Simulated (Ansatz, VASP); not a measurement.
## One calculation of LaTl, two programs

```
La Tl
1.0
     4.01472    0.00000    0.00000
     0.00000    4.01472    0.00000
     0.00000    0.00000    3.93600
La Tl
1 1
Cartesian
  0.0000 0.0000 0.0000
  2.0074 2.0074 1.9680
```

Change from the starting cell: equal xx and yy strain of +2 %.

Alike in both runs: task single point; functional PBEsol; k mesh 10 × 10 × 10; occupations fermi-dirac, width 0.05 eV; no spin polarisation.

```csv
,VASP,Ansatz
version,VASP 6.6.1,Ansatz 0.2.0
potentials or method,"VASP PAW PBE potentials, release 64 (La, Tl_d), cutoff 520 eV","all-electron LAPW, scalar-relativistic"
```

```csv
,VASP,Ansatz,Ansatz less VASP
pressure (GPa),-2.6,-2.5,+0.09
"traceless stress, the component that is largest in VASP (GPa)",0.25,0.24,-0.005
```

VASP's potentials were made for PBE, not for PBEsol. Ansatz ran all-electron here, and VASP with PAW potentials.

Neither program's run includes spin-orbit coupling.
